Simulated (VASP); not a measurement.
MgO:

```
CELL_PARAMETERS angstrom
1.54301 -4.06536 0.00000
1.54301 4.06536 0.00000
0.00000 0.00000 3.07290
ATOMIC_POSITIONS crystal
Mg 0.35440 0.64560 0.75000
Mg 0.64560 0.35440 0.25000
O 0.07760 0.92240 0.75000
O 0.92240 0.07760 0.25000
```

- Program: VASP 6.6.1
- Task: relaxation of cell and atoms
- Functional: PBE
- Potentials or basis: VASP PAW PBE potentials, release 64 (Mg_sv, O)
- Cutoff: 750 eV
- k mesh: 6 × 6 × 6
- Occupations: gaussian, width 0.1 eV
- Spin: no spin polarisation

At the start: pressure 17.4 GPa; volume 9.64 Å³/atom.

Q: Where does the relaxation end?

A: Over 18 steps the energy falls by 1217.0 meV/atom and the volume is 10.84 Å³/atom (+12.4 %); space group Cmcm (No. 63, to 0.1 Å) before and after.

The path:
```
step  energy change (eV)  largest force (eV/Å)  pressure (GPa)  volume (Å³)
   1              0.0000                8.6433           17.38        38.55
   2             -3.8518                0.2745          -12.60        44.11
   3             -3.9306                1.0469          -11.83        43.30
   4             -4.4396                0.1445            1.02        39.07
   5             -4.4597                0.4176            4.50        38.29
   6             -4.6368                0.5675            4.39        38.76
   7             -4.6633                0.8450            6.04        39.04
   8             -4.7814                0.4929           -0.52        41.92
   9             -4.7863                0.4494           -1.88        42.63
  10             -4.8277                0.3232            0.93        42.16
  11             -4.8322                0.2563            2.38        41.94
  12             -4.8575                0.0888            1.38        42.46
  13             -4.8614                0.0509            0.97        42.76
  14             -4.8658                0.0237           -0.07        43.16
  15             -4.8660                0.0411           -0.38        43.28
  16             -4.8675                0.0441            0.11        43.25
  17             -4.8675                0.0453            0.24        43.25
  18             -4.8681                0.0366            0.12        43.35
```

Final structure:
```yaml
crystal:
  lattice:
    - [1.43731, -5.13201, 0.00000]
    - [1.43731, 5.13201, 0.00000]
    - [0.00000, 0.00000, 2.93814]
  atoms:
    - { symbol: Mg, position: [0.35370, 0.64630, 0.75000] }
    - { symbol: Mg, position: [0.64630, 0.35370, 0.25000] }
    - { symbol: O, position: [0.14218, 0.85782, 0.75000] }
    - { symbol: O, position: [0.85782, 0.14218, 0.25000] }
```

Caveat: a cell axis changed by over 15 % at a fixed basis, so the end point is rough.
